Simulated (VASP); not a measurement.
# H22CO11 in VASP: notebook, part 2 of 4

VASP 6.6.1. Earlier steps stand in the parts before.

**4. Single point, PBE+D3(BJ)**

This run uses another cell than the first one, of 5.99 Å³/atom, 1.233 times its volume.

The input, INCAR:

```
SYSTEM = H22CO11
ALGO = Normal
EDIFF = 1E-6
ENCUT = 520
GGA = PE
ISIF = 2
ISMEAR = -1
IVDW = 12
LASPH = .True.
LCHARG = .False.
LREAL = Auto
LWAVE = .False.
NBANDS = 69
NELM = 60
PREC = Accurate
SIGMA = 0.05
```

The input, KPOINTS:

```
k-points
0
Gamma
  1 1 1
  0 0 0
```

The input, POSCAR:

```
H22CO11
1.0
    5.8824600000      0.0000000000      0.0000000000
    0.0000000000      5.8824600000      0.0000000000
    0.0000000000      0.0000000000      5.8824600000
O H C
11 22 1
Direct
    0.8996576262      0.2062402464      1.0464159552
    0.6252486205      0.4682734774      0.6609649704
    0.2464275150      0.9616554979      0.2562703359
    0.9876820242      0.6923123999     -0.1078630369
    0.8223260337     -0.2424495874      0.3902958966
    0.5058427937      0.5053838020      0.1433413912
    0.1318326006      0.4674064932      0.3493266423
   -0.0067658769      0.0701407234      0.6279855707
    0.3793990949      0.8044763585      0.6684958334
    0.6652658922      0.1712548832      0.3970447738
    0.3674483124      0.1755048058     -0.1340255607
    1.0525358438      0.1844296434      1.0343631746
    0.8611873264      0.1049900892      0.9077664787
    0.4700414452      0.6044409992      0.6997072653
    0.6052229849      0.3359138864      0.5458600653
    0.1940684680      0.9026835712      0.1007061671
    0.0982582117      1.0088296393      0.3125223121
    0.9680133822      0.5302203500     -0.1061120688
    0.6887424649      0.5805224345     -0.4572576779
    0.9617064969     -0.3514686033      0.3588634687
    0.9202102522     -0.1471323222      0.4916820514
    0.4470238642      0.4240062831      0.0189206556
    0.6387803742      0.5895832696      0.1663929716
    0.1963124271      0.5191365517      0.4979549372
    0.2963386066      0.5133056578      0.2688331072
    0.0125457717      0.1988113816      0.5206495242
    0.1406214407      0.1042421028      0.7105360682
    0.4849841733      0.8633292874      0.5611597869
    0.1240807417      0.7275187592      0.8044763585
    0.7900776206      0.1779357616      0.2721820463
    0.5452820759      0.1027121306      0.2875157672
    0.6930943857      0.0384533001     -0.2980215760
    0.5783464741     -0.1124699530     -0.0512030681
    0.5333482931      0.0344753725     -0.1549521799
```

Potentials or basis: VASP PAW PBE potentials, release 64 (O, H, C).

Started as:

```sh
$ cat potpaw_PBE.64/O/POTCAR potpaw_PBE.64/H/POTCAR potpaw_PBE.64/C/POTCAR > POTCAR
$ mpirun -np 1 vasp_gam > vasp.out
```

OUTCAR:

```text
SYSTEM = H22CO11
   EDIFF = 1E-6
   ENCUT = 520
   GGA = PE
   ISIF = 2
   ISMEAR = -1
   IVDW = 12
   LASPH = .True.
   LREAL = Auto
   NELM = 60
   PREC = Accurate
 IVDW          = 12

 ion  position               nearest neighbor table
   1  0.900  0.206  0.046-  12 0.91  13 1.03
   2  0.625  0.468  0.661-  19 1.03  15 1.04  14 1.24
   3  0.246  0.962  0.256-  17 0.97  16 1.03
   4  0.988  0.692  0.892-  18 0.96  29 0.98
   5  0.822  0.758  0.390-  21 1.00  20 1.06
   6  0.506  0.505  0.143-  23 0.94  22 0.94
[... 330 lines left out ...]
  -------------------------------------------------------------------------------------
  Total       6.79264    11.16276    13.60400    -1.34884    -0.92308    -0.43975
  in kB      53.46533    87.86284   107.07797   -10.61678    -7.26561    -3.46129
  external pressure =       82.80 kB  Pullay stress =        0.00 kB

 VOLUME and BASIS-vectors are now :
 -----------------------------------------------------------------------------
  energy-cutoff  :      520.00
  volume of cell :      203.55
      direct lattice vectors                 reciprocal lattice vectors
     5.882460000  0.000000000  0.000000000     0.169996906  0.000000000  0.000000000
     0.000000000  5.882460000  0.000000000     0.000000000  0.169996906  0.000000000
     0.000000000  0.000000000  5.882460000     0.000000000  0.000000000  0.169996906

 POSITION                                       TOTAL-FORCE (eV/Angst)
 -----------------------------------------------------------------------------------
      5.29220      1.21320      0.27304        -3.555097     -0.422215     -1.649281
      3.67800      2.75460      3.88810        -0.730925      1.646140     -0.063826
      1.44960      5.65690      1.50750        -0.544495     -0.798212     -2.306631
      5.81000      4.07250      5.24796         0.272465      0.758713      0.180363
      4.83730      4.45626      2.29590         1.156511     -1.179032     -0.281602
      2.97560      2.97290      0.84320        -2.744894      0.593657      2.405015
[... 26 lines left out ...]
      3.40210      5.22086      5.58126        -0.458667      0.396030      1.504926
      3.13740      0.20280      4.97096         0.176479     -1.128346     -2.406292
 -----------------------------------------------------------------------------------
    total drift:                                0.009934      0.017385      0.006438

  FREE ENERGIE OF THE ION-ELECTRON SYSTEM (eV)
  ---------------------------------------------------
  free  energy   TOTEN  =      -164.0866952143 eV

  energy  without entropy=     -164.0866952142  energy(sigma->0) =     -164.08669521
```

Run time: 25 s. Hardware: 1 thread of Intel Xeon Platinum 8488C (Sapphire Rapids), shared host; peak memory 0.3 GiB.

What came out:

* Free energy: -164.0867 eV
* Pressure: 8.3 GPa
* Largest force: 4.557 eV/Å
* Band gap on the k mesh: 3.95 eV
* Dispersion energy per atom: -0.063 eV

Forces in eV/Å, atoms in the order of the input:
```
O   -3.555 -0.422 -1.649
O   -0.731  1.646 -0.064
O   -0.544 -0.798 -2.307
O    0.272  0.759  0.180
O    1.157 -1.179 -0.282
O   -2.745  0.594  2.405
O    2.252  0.576  1.298
O    2.118  1.657  0.264
O   -0.012 -1.746  1.311
O   -1.349 -1.775 -3.163
O    1.192 -0.149  0.168
H    4.533  0.038  0.461
H   -0.301  1.214  1.296
H    0.741  0.339 -0.618
H   -0.103 -0.267  0.084
H    0.914  0.214  1.733
H    0.460 -0.144  0.269
H   -0.185 -0.633  0.120
H    0.827  0.101  0.623
H   -1.139 -0.164 -0.625
H   -1.132  0.400  0.248
H    0.678 -1.058 -2.141
H    1.714  0.953 -0.602
H   -0.649 -0.385 -0.343
H   -1.039 -0.676 -0.232
H   -0.614  0.088  0.107
H   -0.061 -0.850  0.078
H    0.238  0.114 -1.712
H    0.079 -0.084 -0.275
H   -0.666  0.486  0.528
H    0.552  0.903  1.818
H   -2.623  0.979  1.921
H   -0.459  0.396  1.505
C    0.176 -1.128 -2.406
```

Caveat: the k points lie up to 1.07 Å⁻¹ apart.

**5. Single point, PBE+D3(BJ)**

This run uses another cell than the first one, of 4.44 Å³/atom, 0.914 times its volume.

The input, INCAR:

```
PREC = Accurate
ENCUT = 520
EDIFF = 1E-7
ISMEAR = -1
SIGMA = 0.05
LREAL = Auto
LASPH = True
NELM = 100
ALGO = Normal
ISIF = 2
LWAVE = False
LCHARG = False
GGA = PE
IVDW = 12
NBANDS = 69
```

The input, KPOINTS:

```
regular mesh
0
Gamma
  1 1 1
```

The input, POSCAR:

```
H22CO11
1.0
    5.3234140000      0.0000000000      0.0000000000
    0.0000000000      5.3234140000      0.0000000000
    0.0000000000      0.0000000000      5.3234140000
O H C
11 22 1
Direct
    0.8669624418      0.1864968608      1.0850931376
    0.7142221139      0.4727605255      0.7507776025
    0.1696843417      0.9098860243      0.2670842433
    0.9871484728      0.8022295467     -0.1011756741
    0.7701260883     -0.2439036303      0.4415399591
    0.4854591433      0.5698786531      0.1364913569
    0.0897732170      0.4545954908      0.3428438968
    0.0864482830      0.2342293874      0.7058440317
    0.3537391606      0.7300578163      0.6440228019
    0.5812811102      0.1986507155      0.4351906502
    0.4280711588      0.1450197185      0.0006950427
    0.9505741992      0.2486374345      0.9143568394
    0.9975741132      0.0537061367      1.1563631910
    0.5219019223      0.6471786714      0.6901773937
    0.6505975301      0.3318922782      0.5941300075
    0.1845620123      0.9766101228      0.4377078319
    0.3759805268      0.9081014552      0.2413864486
    0.9590274211      0.7287804405      0.0612952515
    0.8240576442      0.6541103134     -0.2372349774
    0.9261349953     -0.3247164320      0.3984097423
    0.6320567966     -0.3626995759      0.3959489155
    0.6204477052      0.4375011975      0.1779121443
    0.5951819641      0.4715019347     -0.0595670372
    0.2399212235      0.5025158667      0.2247993487
   -0.0210391302      0.3037524416      0.2634775353
    0.2350934945      0.2264712081      0.8048030831
    0.0959722464      0.2998639595      0.5231229433
    0.1892958166      0.7205902077      0.8206012157
    0.2516242396      0.6175548248      0.5400669570
    0.6272290677      0.0084907918      0.4285595672
    0.5246445232      0.2147118372      0.2674035872
    0.5313319610      0.0015967197     -0.3075282140
    0.7070086978     -0.1144754100     -0.0497612998
    0.5564474227     -0.0004884084     -0.1150013882
```

Potentials or basis: VASP PAW PBE potentials, release 64 (O, H, C).

Started as:

```sh
$ cat potpaw_PBE.64/O/POTCAR potpaw_PBE.64/H/POTCAR potpaw_PBE.64/C/POTCAR > POTCAR
$ mpirun -np 1 vasp_gam > vasp.out
```

OUTCAR:

```text
PREC = Accurate
   ENCUT = 520
   EDIFF = 1E-7
   ISMEAR = -1
   LREAL = Auto
   LASPH = True
   NELM = 100
   ISIF = 2
   GGA = PE
   IVDW = 12
 IVDW          = 12

 ion  position               nearest neighbor table
   1  0.867  0.186  0.085-  13 1.06  12 1.06  25 1.28
   2  0.714  0.473  0.751-  19 1.13  15 1.17  23 1.19  14 1.42
   3  0.170  0.910  0.267-  16 0.98  17 1.11  13 1.33
   4  0.987  0.802  0.899-  18 0.96  28 1.23  19 1.38
   5  0.770  0.756  0.442-  20 0.96  21 1.00
   6  0.485  0.570  0.136-  22 1.03  23 1.31
   7  0.090  0.455  0.343-  24 1.05  25 1.08  27 1.27
   8  0.086  0.234  0.706-  26 0.95  27 1.03  12 1.33
   9  0.354  0.730  0.644-  29 0.98  14 1.03  28 1.29
  10  0.581  0.199  0.435-  31 0.95  30 1.04  15 1.16
  11  0.428  0.145  0.001-  34 1.20
  12  0.951  0.249  0.914-   1 1.06   8 1.33
  13  0.998  0.054  0.156-   1 1.06   3 1.33
  14  0.522  0.647  0.690-   9 1.03   2 1.42
  15  0.651  0.332  0.594-  10 1.16   2 1.17
  16  0.185  0.977  0.438-   3 0.98
  17  0.376  0.908  0.241-   3 1.11
  18  0.959  0.729  0.061-   4 0.96
  19  0.824  0.654  0.763-   2 1.13   4 1.38
  20  0.926  0.675  0.398-   5 0.96
  21  0.632  0.637  0.396-   5 1.00
  22  0.620  0.438  0.178-   6 1.03
  23  0.595  0.472  0.940-   2 1.19   6 1.31
  24  0.240  0.503  0.225-   7 1.05
  25  0.979  0.304  0.263-   7 1.08   1 1.28
  26  0.235  0.226  0.805-   8 0.95
  27  0.096  0.300  0.523-   8 1.03   7 1.27
  28  0.189  0.721  0.821-   4 1.23   9 1.29
  29  0.252  0.618  0.540-   9 0.98
  30  0.627  0.008  0.429-  10 1.04
  31  0.525  0.215  0.267-  10 0.95
  32  0.531  0.002  0.692-  34 1.03
  33  0.707  0.886  0.950-  34 1.06
  34  0.556  1.000  0.885-  32 1.03  33 1.06  11 1.20

  LATTYP: Found a simple cubic cell.
 ALAT       =     5.3234140000

  Lattice vectors:

 A1 = (   5.3234140000,   0.0000000000,   0.0000000000)
 A2 = (   0.0000000000,   5.3234140000,   0.0000000000)
 A3 = (   0.0000000000,   0.0000000000,   5.3234140000)

Analysis of symmetry for initial positions (statically):
=====================================================================
 Subroutine PRICEL returns:
 Original cell was already a primitive cell.

 Routine SETGRP: Setting up the symmetry group for a
 simple cubic supercell.

 Subroutine GETGRP returns: Found  1 space group operations
 (whereof  1 operations were pure point group operations)
 out of a pool of 48 trial point group operations.

The static configuration has the point symmetry C_1 .

Analysis of symmetry for dynamics (positions and initial velocities):
=====================================================================
 Subroutine PRICEL returns:
 Original cell was already a primitive cell.

 Routine SETGRP: Setting up the symmetry group for a
 simple cubic supercell.

 Subroutine GETGRP returns: Found  1 space group operations
 (whereof  1 operations were pure point group operations)
 out of a pool of 48 trial point group operations.

The dynamic configuration has the point symmetry C_1 .

 Subroutine INISYM returns: Found  1 space group operations
 (whereof  1 operations are pure point group operations),
[... 105 lines left out ...]
     0.187849376  0.187849376  0.187849376

  Shift w.r.t. Gamma in fractional coordinates (k-lattice)
     0.000000000  0.000000000  0.000000000

 Subroutine IBZKPT returns following result:
 ===========================================

 Found      1 irreducible k-points:

 Following reciprocal coordinates:
            Coordinates               Weight
  0.000000  0.000000  0.000000      1.000000
   k-points           NKPTS =      1   k-points in BZ     NKDIM =      1   number of bands    NBANDS=     69
   number of dos      NEDOS =    301   number of ions     NIONS =     34
   total plane-waves  NPLWV =  64000
   dimension x,y,z NGX =    40 NGY =   40 NGZ =   40
   dimension x,y,z NGXF=    80 NGYF=   80 NGZF=   80
   ions per type =              11  22   1
   NGX,Y,Z   is equivalent  to a cutoff of  12.49, 12.49, 12.49 a.u.
   NGXF,Y,Z  is equivalent  to a cutoff of  24.98, 24.98, 24.98 a.u.
 SYSTEM =  unknown system
   PREC   = accura    normal or accurate (medium, high low for compatibility)
   ISTART =      0    job   : 0-new  1-cont  2-samecut
   ICHARG =      2    charge: 1-file 2-atom 10-const
   ISPIN  =      1    spin polarized calculation?
   LNONCOLLINEAR =      F non collinear calculations
   LSORBIT =      F    spin-orbit coupling
   LASPH  =      T    aspherical Exc in radial PAW
   ENCUT  =  520.0 eV  38.22 Ry    6.18 a.u.   9.90  9.90  9.90*2*pi/ulx,y,z
   NELM   =    100;   NELMIN=  2; NELMDL= -5     # of ELM steps
   EDIFF  = 0.1E-06   stopping-criterion for ELM
   LREAL  =      T    real-space projection
   EDIFFG = 0.1E-05   stopping-criterion for IOM
   NSW    =      0    number of steps for IOM
   IBRION =     -1    ionic relax: 0-MD 1-quasi-New 2-CG
   NFREE  =      0    steps in history (QN), initial steepest desc. (CG)
   ISIF   =      2    stress and relaxation
   ISYM   =      2    0-nonsym 1-usesym 2-fastsym
   POTIM  = 0.5000    time-step for ionic-motion
   TEBEG  =    0.0;   TEEND  =   0.0 temperature during run
   PSTRESS=    0.0 pullay stress
   NELECT =      92.0000    total number of electrons
   NUPDOWN=      -1.0000    fix difference up-down
   EMIN   =  10.00;   EMAX   =-10.00  energy-range for DOS
   EFERMI =   0.00;   METHOD = LEGACY
   ISMEAR =    -1;   SIGMA  =   0.05  broadening in eV -4-tet -1-fermi 0-gaus
   EFERMI_NEDOS =   21; number of points for ismear=-14 and -15
   IALGO  =     38    algorithm
   IMIX   =      4    mixing-type and parameters
     AMIX     =   0.40;   BMIX     =  1.00
     AMIX_MAG =   1.60;   BMIX_MAG =  1.00
  volume/ion in A,a.u.               =       4.44        29.94
  Fermi-wavevector in a.u.,A,eV,Ry     =   1.388291  2.623490 26.223217  1.927352
  Thomas-Fermi vector in A             =   2.512431
   LORBIT       =      0    0 simple, 1 ext, 2 COOP (PROOUT), +10 PAW based schemes
   GGA     = PE    functional components
   LHFCALC =     F    Hartree Fock is set to
   AEXX    =    0.0000 exact exchange contribution
   IVDW    =    12    specifies the selected vdW correction
   LEPSILON=     F    determine dielectric tensor
   LRPA    =     F    only Hartree local field effects (RPA)
 non-spin polarized calculation
  energy-cutoff  :      520.00
  volume of cell :      150.86
 maximum number of plane-waves:      1980
 NGX is ok and might be reduce to    40
   NGX = 19   NGY = 19   NGZ = 19

 number of electron      92.0000003 magnetization

 Free energy of the ion-electron system (eV)
  ---------------------------------------------------
  ext. energy  EPLUGINS =         0.00000000
  ---------------------------------------------------
  free energy    TOTEN  =      -152.77113241 eV

  energy without entropy =     -152.77113241  energy(sigma->0) =     -152.77113241

 E-fermi :   3.6738     XC(G=0): -10.9074

 val. band max:        2.3796202711   @ k =   0.0000   0.0000   0.0000
 cond. band min:       6.2713512225   @ k =   0.0000   0.0000   0.0000
 fundamental gap:      3.8917309514
 Fermi energy:         3.6738179212

 k-point     1 :       0.0000    0.0000    0.0000
  band No.  band energies     occupation
      1     -20.3833      2.00000
      2     -19.1363      2.00000
      3     -18.7683      2.00000
      4     -18.2461      2.00000
      5     -17.7100      2.00000
      6     -17.4883      2.00000
[... 50 lines left out ...]
     57      13.1518      0.00000
     58      13.3042      0.00000
 [bands above 58 left out]

------------------------ aborting loop because EDIFF is reached ----------------------------------------

 Edisp (eV)   -2.89793

 E8    (eV) :    -0.6163

  FORCE on cell =-STRESS in cart. coord.  units (eV):
  Direction    XX          YY          ZZ          XY          YZ          ZX
  --------------------------------------------------------------------------------------
  -------------------------------------------------------------------------------------
  Total      31.79051    38.38706    48.39253     0.90820    -3.19750     2.64500
  in kB     337.62711   407.68496   513.94679     9.64539   -33.95862    28.09093
  external pressure =      419.75 kB  Pullay stress =        0.00 kB

 VOLUME and BASIS-vectors are now :
 -----------------------------------------------------------------------------
  energy-cutoff  :      520.00
  volume of cell :      150.86
      direct lattice vectors                 reciprocal lattice vectors
     5.323414000  0.000000000  0.000000000     0.187849376  0.000000000  0.000000000
     0.000000000  5.323414000  0.000000000     0.000000000  0.187849376  0.000000000
     0.000000000  0.000000000  5.323414000     0.000000000  0.000000000  0.187849376

 POSITION                                       TOTAL-FORCE (eV/Angst)
 -----------------------------------------------------------------------------------
      4.61520      0.99280      0.45299         1.414947      0.630244      1.459586
      3.80210      2.51670      3.99670        -2.212891      0.054203      1.874700
      0.90330      4.84370      1.42180         4.763575      0.679307      1.907688
      5.25500      4.27060      4.78481         2.018063     -3.063227     -2.295683
      4.09970      4.02501      2.35050        -2.093750      2.589687     -0.434702
      2.58430      3.03370      0.72660         1.424721     -1.537989      0.257633
[... 26 lines left out ...]
      3.76370      4.71401      5.05851        -0.856097     -0.168602      0.822172
      2.96220      5.32081      4.71121         1.701761      0.076885     -0.742316
 -----------------------------------------------------------------------------------
    total drift:                                0.007338      0.008008      0.005739

  FREE ENERGIE OF THE ION-ELECTRON SYSTEM (eV)
  ---------------------------------------------------
  free  energy   TOTEN  =      -155.6690599167 eV

  energy  without entropy=     -155.6690599167  energy(sigma->0) =     -155.66905992
```

Wall time 59 s (1 thread of AMD EPYC 7R13, shared host); peak memory 0.28 GiB.

Results:

| Property | Result |
| --- | --- |
| Free energy | -155.6691 eV |
| Pressure | 42.0 GPa |
| Largest force | 5.176 eV/Å |
| Band gap on the k mesh | 3.89 eV |
| Dispersion energy per atom | -0.085 eV |

Forces on the atoms (eV/Å):
```
O    1.415  0.630  1.460
O   -2.213  0.054  1.875
O    4.764  0.679  1.908
O    2.018 -3.063 -2.296
O   -2.094  2.590 -0.435
O    1.425 -1.538  0.258
O    0.821  0.779 -1.057
O   -0.715 -0.991 -1.065
O   -1.608 -0.875  0.624
O   -0.251 -2.799  1.849
O   -2.012  0.806  1.401
H   -0.453 -0.660  0.158
H   -0.503  0.429 -1.050
H   -0.420 -1.013  0.064
H    0.792  1.093  0.879
H   -0.688  0.089  0.612
H   -4.259 -0.504 -0.499
H    0.313 -0.468  0.212
H    0.924 -1.210  0.561
H    0.972 -0.843 -0.405
H    0.964  1.145 -0.548
H   -1.081  1.635  0.125
H    0.445  0.910 -2.287
H    0.182 -0.633  0.086
H   -0.606  1.127 -1.586
H    1.669 -0.220  0.429
H    0.736  0.549  1.747
H   -1.622  1.420  0.311
H   -0.172 -0.810 -0.618
H    1.500  0.880  0.396
H   -1.287  0.356 -2.522
H    0.197  0.545 -0.666
H   -0.856 -0.169  0.822
C    1.702  0.077 -0.742
```

Levels at points of the mesh, in eV from the valence-band top:
```csv
k point,band 42,band 43,band 44,band 45,band 46,band 47,band 48,band 49,band 50,band 51
"(0.00, 0.00, 0.00)",-0.89,-0.58,-0.44,-0.38,0.00,3.89,5.41,7.50,8.74,9.03
```

Caveat: the k points lie up to 1.18 Å⁻¹ apart.

[end of part 2 of 4]
